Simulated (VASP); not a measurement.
# C (P6_3/mmc) in VASP: a series of runs, part 2 of 2

VASP 6.6.1.

### 3 Single point, LDA

The COD entry that gives the cell may itself be a prediction, so a difference from it is no test against experiment.

This run uses another cell than the first one, of 5.60 Å³/atom, 1.004 times its volume.

Input file INCAR:

```
SYSTEM = C
ALGO = Normal ; EDIFF = 1E-6
ENCUT = 520 ; GGA = CA
ISIF = 2 ; ISMEAR = 0
LASPH = .TRUE. ; LCHARG = .FALSE.
LREAL = .FALSE. ; LWAVE = .FALSE.
NBANDS = 36 ; NELM = 100
PREC = Accurate ; SIGMA = 0.05
```

Input file KPOINTS:

```
k-points
0
G
  12 12 2
  0 0 0
```

Input file POSCAR:

```
C
1.0
    2.4921382545      0.0000000000      0.0000000000
   -1.2460691272      2.1582550381      0.0000000000
    0.0000000000      0.0000000000     12.4967000000
C
12
Direct
    0.0000000000      0.0000000000      0.1868599868
    0.0000000000      0.0000000000      0.6868599868
    0.0000000000      0.0000000000      0.3131400132
    0.0000000000      0.0000000000      0.8131400132
    0.3333333333      0.6666666667      0.5207718743
    0.6666666667      0.3333333333      0.0207718743
    0.3333333333      0.6666666667      0.9792281257
    0.6666666667      0.3333333333      0.4792281257
    0.3333333333      0.6666666667      0.6450609412
    0.6666666667      0.3333333333      0.1450609412
    0.3333333333      0.6666666667      0.8549390588
    0.6666666667      0.3333333333      0.3549390588
```

Potentials or basis: VASP PAW LDA potentials, release 64 (C).

Started as:

```bash
$ cat potpaw_LDA.64/C/POTCAR > POTCAR
$ mpirun -np 1 vasp_std > vasp.out
```

OUTCAR:

```text
SYSTEM = C
   EDIFF = 1E-6
   ENCUT = 520
   GGA = CA
   ISIF = 2
   ISMEAR = 0
   LASPH = .TRUE.
   LREAL = .FALSE.
   NELM = 100
   PREC = Accurate

 ion  position               nearest neighbor table
   1  0.000  0.000  0.187-  10 1.53  10 1.53  10 1.53   3 1.58
   2  0.000  0.000  0.687-   9 1.53   9 1.53   9 1.53   4 1.58
   3  0.000  0.000  0.313-  12 1.53  12 1.53  12 1.53   1 1.58
   4  0.000  0.000  0.813-  11 1.53  11 1.53  11 1.53   2 1.58
   5  0.333  0.667  0.521-   8 1.53   8 1.53   8 1.53   9 1.55
   6  0.667  0.333  0.021-   7 1.53   7 1.53   7 1.53  10 1.55
   7  0.333  0.667  0.979-   6 1.53   6 1.53   6 1.53  11 1.55
   8  0.667  0.333  0.479-   5 1.53   5 1.53   5 1.53  12 1.55
   9  0.333  0.667  0.645-   2 1.53   2 1.53   2 1.53   5 1.55
  10  0.667  0.333  0.145-   1 1.53   1 1.53   1 1.53   6 1.55
  11  0.333  0.667  0.855-   4 1.53   4 1.53   4 1.53   7 1.55
  12  0.667  0.333  0.355-   3 1.53   3 1.53   3 1.53   8 1.55

  LATTYP: Found a hexagonal cell.
[... 219 lines left out ...]
      5      -8.6155      2.00000
      6      -5.9865      2.00000
[... 925 lines left out ...]
     35      19.3239      0.00000
     36      19.3239      0.00000

 [... further k-points ...]

------------------------ aborting loop because EDIFF is reached ----------------------------------------

  FORCE on cell =-STRESS in cart. coord.  units (eV):
  Direction    XX          YY          ZZ          XY          YZ          ZX
  --------------------------------------------------------------------------------------
  -------------------------------------------------------------------------------------
  Total        0.3564880      0.3564880     -7.9356768      0.0000000      0.0000000     -0.0000000
  in kB        8.4973852      8.4973852   -189.1578260      0.0000000      0.0000000     -0.0000000
  external PRESSURE =     -57.3876852 kB  Pullay stress =       0.0000000 kB

 VOLUME and BASIS-vectors are now :
 -----------------------------------------------------------------------------
  energy-cutoff  :      520.00
  volume of cell :       67.22
      direct lattice vectors                 reciprocal lattice vectors
     2.492138254  0.000000000  0.000000000     0.401261847  0.231668636  0.000000000
    -1.246069127  2.158255038  0.000000000     0.000000000  0.463337271  0.000000000
     0.000000000  0.000000000 12.496700000     0.000000000  0.000000000  0.080021126

 POSITION                                       TOTAL-FORCE (eV/Angst)
 -----------------------------------------------------------------------------------
      0.00000      0.00000      2.33513         0.000000     -0.000000      0.031450
      0.00000      0.00000      8.58348        -0.000000      0.000000      0.031450
      0.00000      0.00000      3.91322         0.000000     -0.000000     -0.031450
      0.00000      0.00000     10.16157        -0.000000      0.000000     -0.031450
     -0.00000      1.43884      6.50793        -0.000000      0.000000      0.049248
      1.24607      0.71942      0.25958        -0.000000     -0.000000      0.049248
     -0.00000      1.43884     12.23712        -0.000000      0.000000     -0.049248
      1.24607      0.71942      5.98877         0.000000     -0.000000     -0.049248
     -0.00000      1.43884      8.06113        -0.000000     -0.000000     -0.010258
      1.24607      0.71942      1.81278         0.000000      0.000000     -0.010258
     -0.00000      1.43884     10.68392         0.000000     -0.000000      0.010258
      1.24607      0.71942      4.43557        -0.000000      0.000000      0.010258
 -----------------------------------------------------------------------------------
    total drift:                                0.000000      0.000000      0.000000

  FREE ENERGIE OF THE ION-ELECTRON SYSTEM (eV)
  ---------------------------------------------------
  free  energy   TOTEN  =      -121.3427619300 eV

  energy  without entropy=     -121.3427619300  energy(sigma->0) =     -121.34276193
```

OSZICAR:

```text
N       E                     dE             d eps       ncg     rms          rms(c)
DAV:   1     0.114953377564E+03    0.11495E+03   -0.25580E+04  2736   0.131E+03
DAV:   2    -0.116986932166E+03   -0.23194E+03   -0.21868E+03  3568   0.257E+02
DAV:   3    -0.126214353414E+03   -0.92274E+01   -0.91581E+01  3648   0.463E+01
DAV:   4    -0.126328575049E+03   -0.11422E+00   -0.11393E+00  3600   0.555E+00
DAV:   5    -0.126330773983E+03   -0.21989E-02   -0.21970E-02  3508   0.731E-01    0.142E+01
DAV:   6    -0.122630667639E+03    0.37001E+01   -0.25692E+00  3172   0.734E+00    0.821E+00
DAV:   7    -0.121349275857E+03    0.12814E+01   -0.31784E+00  3288   0.829E+00    0.168E+00
DAV:   8    -0.121342851515E+03    0.64243E-02   -0.96556E-02  3448   0.149E+00    0.882E-02
DAV:   9    -0.121342743840E+03    0.10768E-03   -0.13656E-03  3532   0.206E-01    0.369E-02
DAV:  10    -0.121342761352E+03   -0.17512E-04   -0.77622E-05  3340   0.459E-02    0.149E-02
DAV:  11    -0.121342761930E+03   -0.57791E-06   -0.49630E-06  3476   0.113E-02
   1 F= -.12134276E+03 E0= -.12134276E+03  d E =-.239973E-16
```

Wall time 38 s (1 thread of Intel Xeon 6975P-C (Granite Rapids), shared host); peak memory 0.18 GiB.

What came out:

```
Free energy            : -121.3428 eV
Pressure               : -5.7 GPa
Largest force          : 0.049 eV/Å
Band gap on the k mesh : 4.51 eV, indirect (least direct gap 5.10 eV)
```

Forces in eV/Å, atoms in the order of the input:
```
C    0.000  0.000  0.031
C    0.000  0.000  0.031
C    0.000  0.000 -0.031
C    0.000  0.000 -0.031
C    0.000  0.000  0.049
C    0.000  0.000  0.049
C    0.000  0.000 -0.049
C    0.000  0.000 -0.049
C    0.000  0.000 -0.010
C    0.000  0.000 -0.010
C    0.000  0.000  0.010
C    0.000  0.000  0.010
```

Stress tensor (GPa, compression positive):
```
  0.85   0.00   0.00
  0.00   0.85   0.00
  0.00   0.00 -18.92
```

### 4 Single point, LDA

This run uses another cell than the first one, of 5.67 Å³/atom, 1.017 times its volume.

Input file INCAR:

```
SYSTEM = C
PREC = Accurate ; ENCUT = 520
EDIFF = 1E-7 ; ISMEAR = 0
SIGMA = 0.05 ; LREAL = .FALSE.
LASPH = .TRUE. ; NELM = 80
ALGO = Normal ; ISIF = 2
LWAVE = .FALSE. ; LCHARG = .TRUE.
LELF = .TRUE. ; LVHAR = .TRUE.
NBANDS = 36
```

Input file KPOINTS:

```
regular mesh
0
G
  12 12 2
  0 0 0
```

POSCAR: that of step 3 with these lines changed.

```diff
@@ -2,5 +2,5 @@
 1.0
-    2.4921382545      0.0000000000      0.0000000000
-   -1.2460691272      2.1582550381      0.0000000000
-    0.0000000000      0.0000000000     12.4967000000
+    2.5503000000      0.0000000000      0.0000000000
+   -1.2751500000      2.2086245873      0.0000000000
+    0.0000000000      0.0000000000     12.0869000000
 C
```

Started as:

```bash
$ cat potpaw_LDA.64/C/POTCAR > POTCAR
$ mpirun -np 1 vasp_std > vasp.out
```

Run time: 44 s. Hardware: 1 thread of Intel Xeon 6975P-C (Granite Rapids), shared host; peak memory 0.18 GiB.

Results (log left out):

- Free energy: -121.0743 eV
- Pressure: -10.5 GPa
- Largest force: 0.239 eV/Å
- Band gap on the k mesh: 4.03 eV, indirect (least direct gap 4.88 eV)

Forces on the atoms (eV/Å):
```
C    0.000  0.000 -0.221
C    0.000  0.000 -0.221
C    0.000  0.000  0.221
C    0.000  0.000  0.221
C    0.000  0.000 -0.239
C    0.000  0.000 -0.239
C    0.000  0.000  0.239
C    0.000  0.000  0.239
C    0.000  0.000  0.137
C    0.000  0.000  0.137
C    0.000  0.000 -0.137
C    0.000  0.000 -0.137
```

Stress tensor (GPa, compression positive):
```
-26.51   0.00   0.00
  0.00 -26.51   0.00
  0.00   0.00  21.65
```

Levels at points of the mesh, in eV from the valence-band top:
```tsv
k point	band 22	band 23	band 24	band 25	band 26	band 27
(0.00, 0.00, 0.00)	-0.22	0.00	0.00	4.88	4.88	6.11
(0.50, 0.00, 0.00)	-4.04	-3.59	-2.73	4.03	4.70	4.78
(0.00, 0.00, 0.50)	-0.39	-0.39	-0.39	5.34	5.34	5.34
(0.50, 0.00, 0.50)	-3.70	-3.13	-3.13	4.21	4.21	5.62
```

A k mesh can miss the band edges. LDA gaps usually lie below the measured ones, often by a third to a half.

### 5 Single point, LDA

This run uses another cell than the first one, of 5.69 Å³/atom, 1.021 times its volume.

Input file INCAR:

```
ALGO = Normal ; EDIFF = 1E-6
ENCUT = 520 ; GGA = CA
ISIF = 2 ; ISMEAR = 0
LASPH = True ; LCHARG = True
LELF = True ; LREAL = False
LVHAR = True ; LWAVE = False
NBANDS = 36 ; NELM = 80
PREC = Accurate ; SIGMA = 0.05
```

Input file KPOINTS:

```
k-points
0
Gamma
  12 12 2
```

POSCAR: that of step 4 with these lines changed.

```diff
@@ -2,5 +2,5 @@
 1.0
-    2.5503000000      0.0000000000      0.0000000000
-   -1.2751500000      2.2086245873      0.0000000000
-    0.0000000000      0.0000000000     12.0869000000
+    2.4921382545      0.0000000000      0.0000000000
+   -1.2460691272      2.1582550381      0.0000000000
+    0.0000000000      0.0000000000     12.7015000000
 C
```

Started as:

```bash
$ cat potpaw_LDA.64/C/POTCAR > POTCAR
$ mpirun -np 1 vasp_std > vasp.out
```

Wall time 40 s (1 thread of Intel Xeon 6975P-C (Granite Rapids), shared host); peak memory 0.18 GiB.

Results (log left out):

```yaml
Free_energy: -121.1507 eV
Pressure: -12.3 GPa
Largest_force: 0.037 eV/Å
Band_gap_on_the_k_mesh: 4.49 eV, indirect (least direct gap 4.66 eV)
```

Forces on the atoms (eV/Å):
```
C    0.000  0.000 -0.003
C    0.000  0.000 -0.003
C    0.000  0.000  0.003
C    0.000  0.000  0.003
C    0.000  0.000  0.037
C    0.000  0.000  0.037
C    0.000  0.000 -0.037
C    0.000  0.000 -0.037
C    0.000  0.000  0.034
C    0.000  0.000  0.034
C    0.000  0.000 -0.034
C    0.000  0.000 -0.034
```

Stress tensor (GPa, compression positive):
```
  0.07   0.00   0.00
  0.00   0.07   0.00
  0.00   0.00 -37.18
```

Levels at points of the mesh, in eV from the valence-band top:
| k point | band 20 | band 21 | band 22 | band 23 | band 24 | band 25 | band 26 | band 27 | band 28 | band 29 |
| --- | --- | --- | --- | --- | --- | --- | --- | --- | --- | --- |
| (0.00, 0.00, 0.00) | -0.84 | -0.84 | -0.20 | 0.00 | 0.00 | 4.66 | 5.68 | 5.68 | 6.65 | 6.65 |
| (0.50, 0.00, 0.00) | -4.42 | -4.04 | -4.00 | -3.63 | -3.03 | 5.00 | 5.02 | 5.54 | 5.63 | 6.11 |
| (0.00, 0.00, 0.50) | -1.55 | -0.27 | -0.27 | -0.27 | -0.27 | 5.68 | 5.68 | 6.01 | 6.01 | 6.01 |
| (0.50, 0.00, 0.50) | -4.82 | -3.82 | -3.82 | -3.32 | -3.32 | 5.15 | 5.15 | 5.29 | 5.29 | 6.23 |

A k mesh can miss the band edges. As with any semilocal functional, this LDA gap is likely too small.

### 6 The runs side by side

```tsv
cell	gap on the mesh (eV)	pressure (GPa)	largest force (eV/Å)
a = 2.550, b = 2.550, c = 11.882 Å, angles 90.0, 90.0, 120.0°, 12 atoms	3.82	-1.9	0.47
a = 2.492, b = 2.492, c = 12.497 Å, angles 90.0, 90.0, 120.0°, 12 atoms	4.51	-5.7	0.05
a = 2.550, b = 2.550, c = 12.087 Å, angles 90.0, 90.0, 120.0°, 12 atoms	4.03	-10.5	0.24
a = 2.492, b = 2.492, c = 12.701 Å, angles 90.0, 90.0, 120.0°, 12 atoms	4.49	-12.3	0.04
```

Alike in all rows: task single point; level LDA; potentials or basis VASP PAW LDA potentials, release 64 (C); no spin polarisation; k mesh 12 × 12 × 2; cutoff (eV) 520; smearing gaussian 0.05 eV.

Absolute energies hang on the potentials; compare differences alone.
